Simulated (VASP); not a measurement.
# Al4Ir (P4/mmm) in VASP: a series of runs

Al4Ir is run at these levels: PBE; tasks: single point, relaxation of cell and atoms.

Everything below comes from runs of VASP 6.6.1. Logs are shortened: lines on timing, memory, paths and dates and some standing lists are left out, and cuts for length are marked.

## 1. The cell of the first run

It takes space group P4/mmm (No. 123, tetragonal). Conventional cell: a = 3.376 Å, b = 3.376 Å, c = 6.704 Å, α = 90.00°, β = 90.00°, γ = 90.00°. Within 3.2 Å of Al (site symmetry 4mm) lie 5 Al at 2.40 to 3.19 Å and 4 Ir at 2.96 Å. Al (site symmetry 4mm) has 1 Ir at 1.54 Å within 2.1 Å. Ir (site symmetry 4/mmm) has 2 Al at 1.54 Å within 2.1 Å.

The cell was generated, and may not be a known phase.

## 2. Single point, PBE

File INCAR:

```
SYSTEM = Al4Ir
  PREC = Accurate
  ENCUT = 560
  EDIFF = 1E-6
  ISMEAR = 0
  SIGMA = 0.1
  LREAL = .False.
  LASPH = .True.
  NELM = 120
  ALGO = Normal
  ISIF = 2
  LWAVE = .False.
  LCHARG = .False.
  GGA = PE
  NBANDS = 22
  GGA_COMPAT = .False.
```

File KPOINTS:

```
Automatic mesh
0
Gamma
  6 6 4
  0 0 0
```

File POSCAR:

```
Al4Ir
1.0
    3.3763717900      0.0000000000      0.0000000000
    0.0000000000      3.3763717900      0.0000000000
    0.0000000000      0.0000000000      6.7038003700
Al Ir
4 1
Direct
    0.0000000000      0.0000000000      0.2622640100
    0.0000000000      0.0000000000      0.7377359900
    0.5000000000      0.5000000000      0.2301186400
    0.5000000000      0.5000000000      0.7698813600
    0.5000000000      0.5000000000      0.0000000000
```

Potentials or basis: VASP PAW PBE potentials, release 64 (Al, Ir_sv_GW).

Launch:

```sh
$ cat potpaw_PBE.64/Al/POTCAR potpaw_PBE.64/Ir_sv_GW/POTCAR > POTCAR
$ mpirun -np 1 vasp_std > vasp.out
```

OUTCAR:

```text
SYSTEM = Al4Ir
   PREC = Accurate
   ENCUT = 560
   EDIFF = 1E-6
   ISMEAR = 0
   LREAL = .False.
   LASPH = .True.
   NELM = 120
   ISIF = 2
   GGA = PE

 ion  position               nearest neighbor table
   1  0.000  0.000  0.262-   3 2.40   3 2.40   3 2.40   3 2.40   5 2.96   5 2.96   5 2.96   5 2.96
                             2 3.19
   2  0.000  0.000  0.738-   4 2.40   4 2.40   4 2.40   4 2.40   5 2.96   5 2.96   5 2.96   5 2.96
                             1 3.19
   3  0.500  0.500  0.230-   5 1.54   1 2.40   1 2.40   1 2.40   1 2.40   4 3.09
   4  0.500  0.500  0.770-   5 1.54   2 2.40   2 2.40   2 2.40   2 2.40   3 3.09
   5  0.500  0.500  0.000-   3 1.54   4 1.54   1 2.96   2 2.96   1 2.96   2 2.96   1 2.96   2 2.96
                             1 2.96   2 2.96

 -----------------------------------------------------------------------------
|                                                                             |
|           W    W    AA    RRRRR   N    N  II  N    N   GGGG   !!!           |
|           W    W   A  A   R    R  NN   N  II  NN   N  G    G  !!!           |
|           W    W  A    A  R    R  N N  N  II  N N  N  G       !!!           |
|           W WW W  AAAAAA  RRRRR   N  N N  II  N  N N  G  GGG   !            |
|           WW  WW  A    A  R   R   N   NN  II  N   NN  G    G                |
|           W    W  A    A  R    R  N    N  II  N    N   GGGG   !!!           |
|                                                                             |
|     The distance between some ions is very small. Please check the          |
|     nearest-neighbor list in the OUTCAR file.                               |
|     I HOPE YOU KNOW WHAT YOU ARE DOING!                                     |
|                                                                             |
 -----------------------------------------------------------------------------

  LATTYP: Found a simple tetragonal cell.
 ALAT       =     3.3763717900
 C/A-ratio  =     1.9855042001

  Lattice vectors:

 A1 = (   3.3763717900,   0.0000000000,   0.0000000000)
 A2 = (   0.0000000000,   3.3763717900,   0.0000000000)
 A3 = (   0.0000000000,   0.0000000000,   6.7038003700)

Analysis of symmetry for initial positions (statically):
=====================================================================
 Subroutine PRICEL returns:
 Original cell was already a primitive cell.

 Routine SETGRP: Setting up the symmetry group for a
 simple tetragonal supercell.

 Subroutine GETGRP returns: Found 16 space group operations
 (whereof 16 operations were pure point group operations)
 out of a pool of 16 trial point group operations.

The static configuration has the point symmetry D_4h.

Analysis of symmetry for dynamics (positions and initial velocities):
=====================================================================
 Subroutine PRICEL returns:
 Original cell was already a primitive cell.

 Routine SETGRP: Setting up the symmetry group for a
 simple tetragonal supercell.

 Subroutine GETGRP returns: Found 16 space group operations
 (whereof 16 operations were pure point group operations)
 out of a pool of 16 trial point group operations.

The dynamic configuration has the point symmetry D_4h.

 Subroutine INISYM returns: Found 16 space group operations
 (whereof 16 operations are pure point group operations),
 and found     1 'primitive' translations

----------------------------------------------------------------------------------------

                                     Primitive cell

  volume of cell :      76.4226

  direct lattice vectors                    reciprocal lattice vectors
     3.376371790  0.000000000  0.000000000     0.296175914  0.000000000  0.000000000
     0.000000000  3.376371790  0.000000000     0.000000000  0.296175914  0.000000000
     0.000000000  0.000000000  6.703800370     0.000000000  0.000000000  0.149169120

  length of vectors
     3.376371790  3.376371790  6.703800370     0.296175914  0.296175914  0.149169120

  position of ions in fractional coordinates (direct lattice)
     0.000000000  0.000000000  0.262264010
     0.000000000  0.000000000  0.737735990
     0.500000000  0.500000000  0.230118640
     0.500000000  0.500000000  0.769881360
     0.500000000  0.500000000  0.000000000

  ion indices of the primitive-cell ions
   primitive index   ion index
                 1           1
                 2           2
                 3           3
                 4           4
                 5           5

----------------------------------------------------------------------------------------

 KPOINTS: Automatic mesh

Automatic generation of k-mesh.
 Grid dimensions read from file:
 generate k-points for:    6    6    4

 Generating k-lattice:

  Cartesian coordinates                     Fractional coordinates (reciprocal lattice)
     0.049362652  0.000000000  0.000000000     0.166666667  0.000000000  0.000000000
     0.000000000  0.049362652  0.000000000     0.000000000  0.166666667  0.000000000
     0.000000000  0.000000000  0.037292280     0.000000000  0.000000000  0.250000000

  Length of vectors
     0.049362652  0.049362652  0.037292280

  Shift w.r.t. Gamma in fractional coordinates (k-lattice)
     0.000000000  0.000000000  0.000000000

 Subroutine IBZKPT returns following result:
 ===========================================

 Found     30 irreducible k-points:

 Following reciprocal coordinates:
            Coordinates               Weight
  0.000000  0.000000  0.000000      1.000000
  0.166667  0.000000  0.000000      4.000000
  0.333333  0.000000  0.000000      4.000000
  0.500000  0.000000  0.000000      2.000000
  0.166667  0.166667  0.000000      4.000000
  0.333333  0.166667  0.000000      8.000000
[... 16 lines left out ...]
  0.333333  0.000000  0.500000      4.000000
  0.500000  0.000000  0.500000      2.000000
 [... further k-points ...]
   k-points           NKPTS =     30   k-points in BZ     NKDIM =     30   number of bands    NBANDS=     22
   number of dos      NEDOS =    301   number of ions     NIONS =      5
   total plane-waves  NPLWV =  42336
   dimension x,y,z NGX =    28 NGY =   28 NGZ =   54
   dimension x,y,z NGXF=    56 NGYF=   56 NGZF=  108
   ions per type =               4   1
   NGX,Y,Z   is equivalent  to a cutoff of  13.79, 13.79, 13.39 a.u.
   NGXF,Y,Z  is equivalent  to a cutoff of  27.57, 27.57, 26.78 a.u.
 SYSTEM =  Al4Ir
   PREC   = accura    normal or accurate (medium, high low for compatibility)
   ISTART =      0    job   : 0-new  1-cont  2-samecut
   ICHARG =      2    charge: 1-file 2-atom 10-const
   ISPIN  =      1    spin polarized calculation?
   LNONCOLLINEAR =      F non collinear calculations
   LSORBIT =      F    spin-orbit coupling
   LASPH  =      T    aspherical Exc in radial PAW
   ENCUT  =  560.0 eV  41.16 Ry    6.42 a.u.   6.51  6.51 12.94*2*pi/ulx,y,z
   NELM   =    120;   NELMIN=  2; NELMDL= -5     # of ELM steps
   EDIFF  = 0.1E-05   stopping-criterion for ELM
   LREAL  =      F    real-space projection
[... 7 lines left out ...]
   TEBEG  =    0.0;   TEEND  =   0.0 temperature during run
   PSTRESS=    0.0 pullay stress
   NELECT =      29.0000    total number of electrons
   NUPDOWN=      -1.0000    fix difference up-down
   EMIN   =  10.00;   EMAX   =-10.00  energy-range for DOS
   EFERMI =   0.00;   METHOD = LEGACY
   ISMEAR =     0;   SIGMA  =   0.10  broadening in eV -4-tet -1-fermi 0-gaus
   EFERMI_NEDOS =   21; number of points for ismear=-14 and -15
   IALGO  =     38    algorithm
   IMIX   =      4    mixing-type and parameters
     AMIX     =   0.40;   BMIX     =  1.00
     AMIX_MAG =   1.60;   BMIX_MAG =  1.00
  volume/ion in A,a.u.               =      15.28       103.14
  Fermi-wavevector in a.u.,A,eV,Ry     =   1.185224  2.239748 19.112852  1.404755
  Thomas-Fermi vector in A             =   2.321422
   LORBIT       =      0    0 simple, 1 ext, 2 COOP (PROOUT), +10 PAW based schemes
   GGA     = PE    functional components
   LHFCALC =     F    Hartree Fock is set to
   AEXX    =    0.0000 exact exchange contribution
   IVDW    =     0    specifies the selected vdW correction
   LEPSILON=     F    determine dielectric tensor
   LRPA    =     F    only Hartree local field effects (RPA)
 non-spin polarized calculation
 Gauss-broadening in eV      SIGMA  =   0.10
  energy-cutoff  :      560.00
  volume of cell :       76.42
 maximum number of plane-waves:      2353
 NGX is ok and might be reduce to    28
   NGX = 13   NGY = 13   NGZ = 25

 number of electron      29.0000000 magnetization

 Free energy of the ion-electron system (eV)
  ---------------------------------------------------
  ext. energy  EPLUGINS =         0.00000000
  ---------------------------------------------------
  free energy    TOTEN  =         4.88545773 eV

  energy without entropy =        4.89355593  energy(sigma->0) =        4.88950683

 E-fermi :   8.7958     XC(G=0): -10.7984

 val. band max:        8.7865775373   @ k =   0.0000   0.0000   0.2500
 cond. band min:       8.8541273481   @ k =   0.1667   0.0000   0.2500
 fundamental gap:      0.0675498108
 Fermi energy:         8.7958060661

 k-point     1 :       0.0000    0.0000    0.0000
  band No.  band energies     occupation
      1     -83.4060      2.00000
      2     -42.2037      2.00000
      3     -40.0147      2.00000
      4     -40.0147      2.00000
      5      -2.3478      2.00000
      6      -0.0357      2.00000
[... 14 lines left out ...]
     21      13.8725      0.00000
     22      15.7026      0.00000

 k-point     2 :       0.1667    0.0000    0.0000
  band No.  band energies     occupation
      1     -83.4054      2.00000
      2     -42.2028      2.00000
      3     -40.0235      2.00000
      4     -40.0138      2.00000
      5      -1.9614      2.00000
      6       0.1043      2.00000
[... 14 lines left out ...]
     21      13.7167      0.00000
     22      16.1460      0.00000
[... 523 lines left out ...]
     21      15.1256      0.00000
     22      15.4930      0.00000

 k-point    24 :       0.5000    0.0000    0.5000
  band No.  band energies     occupation
      1     -83.4047      2.00000
      2     -42.2005      2.00000
      3     -40.0509      2.00000
      4     -40.0117      2.00000
      5       0.2229      2.00000
      6       0.9337      2.00000
[... 14 lines left out ...]
     21      14.2857      0.00000
     22      15.3309      0.00000

 [... further k-points ...]
[... 5 lines left out ...]
  --------------------------------------------------------------------------------------
  -------------------------------------------------------------------------------------
  Total       16.8644249     16.8644249    157.9741225      0.0000000      0.0000000      0.0000000
  in kB      353.5578785    353.5578785   3311.8826111      0.0000000      0.0000000      0.0000000
  external PRESSURE =    1339.6661227 kB  Pullay stress =       0.0000000 kB

 VOLUME and BASIS-vectors are now :
 -----------------------------------------------------------------------------
  energy-cutoff  :      560.00
  volume of cell :       76.42
      direct lattice vectors                 reciprocal lattice vectors
     3.376371790  0.000000000  0.000000000     0.296175914  0.000000000  0.000000000
     0.000000000  3.376371790  0.000000000     0.000000000  0.296175914  0.000000000
     0.000000000  0.000000000  6.703800370     0.000000000  0.000000000  0.149169120

 POSITION                                       TOTAL-FORCE (eV/Angst)
 -----------------------------------------------------------------------------------
      0.00000      0.00000      1.75817        -0.000000     -0.000000      0.515249
      0.00000      0.00000      4.94563         0.000000     -0.000000     -0.515249
      1.68819      1.68819      1.54267         0.000000     -0.000000     51.903877
      1.68819      1.68819      5.16113         0.000000      0.000000    -51.903877
      1.68819      1.68819      0.00000         0.000000     -0.000000      0.000000
 -----------------------------------------------------------------------------------
    total drift:                                0.000000      0.000000     -0.000000

  FREE ENERGIE OF THE ION-ELECTRON SYSTEM (eV)
  ---------------------------------------------------
  free  energy   TOTEN  =         4.8854577308 eV

  energy  without entropy=        4.8935559302  energy(sigma->0) =        4.88950683
```

It took 63 s on 1 thread of Intel Xeon Platinum 8488C (Sapphire Rapids), shared host; peak memory 0.22 GiB.

Results:

* Free energy: 4.8855 eV
* Pressure: 134.0 GPa
* Largest force: 51.904 eV/Å
* Band gap on the k mesh: zero (an odd number of electrons rules out a gap without spin polarisation)

Forces in eV/Å, atoms in the order of the input:
```
Al    0.000   0.000   0.515
Al    0.000   0.000  -0.515
Al    0.000   0.000  51.904
Al    0.000   0.000 -51.904
Ir    0.000   0.000   0.000
```

Stress tensor (GPa, compression positive):
```
 35.36   0.00   0.00
  0.00  35.36   0.00
  0.00   0.00 331.19
```

Caveat: atoms lie so close that the PAW spheres overlap strongly, which falsifies energies and pressures; the stress differs along the axes, from 35 to 331 GPa; spin-orbit coupling is left out, which moves the levels of the heavy elements; forces of over 1 eV/Å act on the atoms, so gaps and moduli don't describe the material at rest.

(Part 1 of 2 ends here.)

The gap in the log of VASP goes by the Fermi energy; the results here count the filled bands.